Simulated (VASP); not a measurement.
Here is a VASP 6.6.1 calculation.

Contents of POSCAR:

```
CoSi
1.0
    2.7813340000      0.0000000000      0.0000000000
    0.0000000000      2.7813340000      0.0000000000
    0.0000000000      0.0000000000      2.7813340000
Co Si
1 1
Direct
    0.0000000000      0.0000000000      0.0000000000
    0.5000000000      0.5000000000      0.5000000000
```

Contents of INCAR.step1:

```
SYSTEM = CoSi
PREC = Accurate
ENCUT = 600
EDIFF = 1E-5
ISMEAR = -1
SIGMA = 0.05
LREAL = .FALSE.
LASPH = .TRUE.
NELM = 150
ALGO = Normal
LWAVE = .TRUE.
LCHARG = .FALSE.
ISPIN = 2
MAGMOM = 2 0
LORBIT = 11
LMAXMIX = 4
GGA = PE
NBANDS = 18
```

The input INCAR.step2:

```
SYSTEM = CoSi
PREC = Accurate
ENCUT = 600
EDIFF = 1E-6
ISMEAR = -1
SIGMA = 0.05
LREAL = .FALSE.
LASPH = .TRUE.
NELM = 150
ALGO = Normal
ISIF = 3
LWAVE = .FALSE.
LCHARG = .FALSE.
ISPIN = 2
MAGMOM = 2 0
LORBIT = 11
LMAXMIX = 4
GGA = PE
LHFCALC = .TRUE.
AEXX = 0.25
HFSCREEN = 0.3
PRECFOCK = Normal
IBRION = 2
NSW = 60
EDIFFG = -0.01
ISTART = 1
```

The input KPOINTS:

```
Automatic mesh
0
G
  5 5 5
  0 0 0
```

Potentials or basis: VASP PAW PBE potentials, release 64 (Co, Si).

Command:

```bash
$ cat potpaw_PBE.64/Co/POTCAR potpaw_PBE.64/Si/POTCAR > POTCAR
$ cp INCAR.step1 INCAR
$ mpirun -np 1 vasp_std > vasp.out
$ cp INCAR.step2 INCAR
$ mpirun -np 1 vasp_std > vasp.out
```

Question: Estimate the space group after relaxing (to 0.1 Å).

Answer: Pm-3m (No. 221).

Question: Estimate the relaxed cell.

Answer: a = 2.771 Å, b = 2.771 Å, c = 2.771 Å, α = 90.00°, β = 90.00°, γ = 90.00°.

Final structure:
```
Co Si
1.0
     2.77058    0.00000    0.00000
     0.00000    2.77058    0.00000
     0.00000    0.00000    2.77058
Co Si
1 1
Direct
  0.00000 0.00000 0.00000
  0.50000 0.50000 0.50000
```

Caveat: the k points lie up to 0.45 Å⁻¹ apart in the final cell.
